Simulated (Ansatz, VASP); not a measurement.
Two plane-wave programs on Sb

Contents of INCAR:

```
PREC = Accurate ; ENCUT = 520
EDIFF = 1E-6 ; ISMEAR = -1
SIGMA = 0.05 ; LREAL = False
LASPH = True ; NELM = 100
ALGO = Normal ; ISIF = 2
LWAVE = False ; LCHARG = False
GGA = PS ; NBANDS = 8
```

KPOINTS

```
regular mesh
0
Gamma
  16 16 16
```

POSCAR

```
Sb
1.0
   -1.8136913067      1.8136913067      1.8136913067
    1.8136913067     -1.8136913067      1.8136913067
    1.8136913067      1.8136913067     -1.8136913067
Sb
1
Direct
    0.0000000000      0.0000000000      0.0000000000
```

Input for Ansatz:

```yaml
crystal:
  lattice:
    - [-1.8136913067, 1.8136913067, 1.8136913067]
    - [1.8136913067, -1.8136913067, 1.8136913067]
    - [1.8136913067, 1.8136913067, -1.8136913067]
  atoms:
    - { symbol: Sb, position: [0.0, 0.0, 0.0] }
kpoints:
  mp_grid: { grid: [16, 16, 16] }
  band_path:
    path:
      - [0.0, 0.0, 0.0]
      - [0.5, -0.5, 0.5]
      - [0.0, 0.0, 0.5]
      - [0.0, 0.0, 0.0]
      - [0.25, 0.25, 0.25]
      - [0.5, -0.5, 0.5]
      - [0.25, 0.25, 0.25]
      - [0.0, 0.0, 0.5]
    npoints: 8
scf:
  occupations: { method: fermi_dirac, width: 0.05 }
hamiltonian:
  xc: pbesol
  pseudopotentials: { kind: paw }
output:
  forces: true
  stress: true
  eigenvalues: true
  populations: true
  dos: { projected: true, de: 0.2, e_range: [-14, 8] }
```

Change from the starting cell: volume scaled by 0.92, PAW files.

Alike in both runs: task single point; functional PBEsol; k mesh 16 × 16 × 16; occupations fermi-dirac, width 0.05 eV; no spin polarisation.

|  | VASP | Ansatz |
| --- | --- | --- |
| version | VASP 6.6.1 | Ansatz 0.2.0 |
| potentials or method | VASP PAW PBE potentials, release 64 (Sb) | PAW with Ansatz's default frozen-core files, scalar-relativistic |
| plane-wave cutoff (eV) | 520 | 420 |
| valence electrons in the cell | 5 | 15 |

```csv
,VASP,Ansatz,Ansatz less VASP
pressure (GPa),6.9,6.9,-0.08
```

VASP's potentials were made for PBE, not for PBEsol. VASP's potentials hold 5 valence electrons a cell and Ansatz's 15, so a difference there can come from the potentials and not from the codes.

Spin-orbit coupling is off throughout.
